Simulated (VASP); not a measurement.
Here is a VASP 6.6.1 calculation.

File POSCAR:

```
Mn
1.0
    0.0000000000      1.7357909671      1.7357909671
    1.7357909671      0.0000000000      1.7357909671
    1.7357909671      1.7357909671      0.0000000000
Mn
1
Direct
    0.0000000000      0.0000000000      0.0000000000
```

Contents of INCAR.step1:

```
PREC     = Accurate       # precision mode
ENCUT    = 550            # plane-wave cutoff, eV
ISMEAR   = -1             # smearing method
SIGMA    = 0.1            # smearing width, eV
LREAL    = False          # projectors in reciprocal space
LASPH    = True           # aspherical terms in the spheres
NELM     = 120            # most SCF steps
NBANDS   = 12             # bands
GGA      = PE             # functional
ALGO     = Normal         # electronic algorithm
EDIFF    = 1E-5           # SCF threshold, eV
LWAVE    = True           # write WAVECAR
LCHARG   = False          # write CHGCAR
GGA_COMPAT= False
```

Contents of INCAR.step2:

```
PREC     = Accurate       # precision mode
ENCUT    = 550            # plane-wave cutoff, eV
EDIFF    = 1E-6           # SCF threshold, eV
ISMEAR   = -1             # smearing method
SIGMA    = 0.1            # smearing width, eV
LREAL    = False          # projectors in reciprocal space
LASPH    = True           # aspherical terms in the spheres
NELM     = 120            # most SCF steps
ALGO     = Normal         # electronic algorithm
ISIF     = 2              # what is computed and relaxed
LWAVE    = False          # write WAVECAR
LCHARG   = False          # write CHGCAR
METAGGA  = R2SCAN         # meta-GGA
LMIXTAU  = True         
NBANDS   = 12             # bands
ISTART   = 1            
GGA_COMPAT= False
```

File KPOINTS:

```
Automatic mesh
0
Gamma
  8 8 8
```

Potentials or basis: VASP PAW PBE potentials, release 64 (Mn_pv).

The run is started by

```console
$ cat potpaw_PBE.64/Mn_pv/POTCAR > POTCAR
$ cp INCAR.step1 INCAR
$ mpirun -np 1 vasp_std > vasp.out
$ cp INCAR.step2 INCAR
$ mpirun -np 1 vasp_std > vasp.out
```

(1) What does it give for the pressure?

## Answers

(1) 0.2 GPa.

Caveat: the k points lie up to 0.39 Å⁻¹ apart; the PAW data sets were made with another functional, which shifts forces and pressure a little; the run has no spin polarisation, though such a crystal can be magnetic.
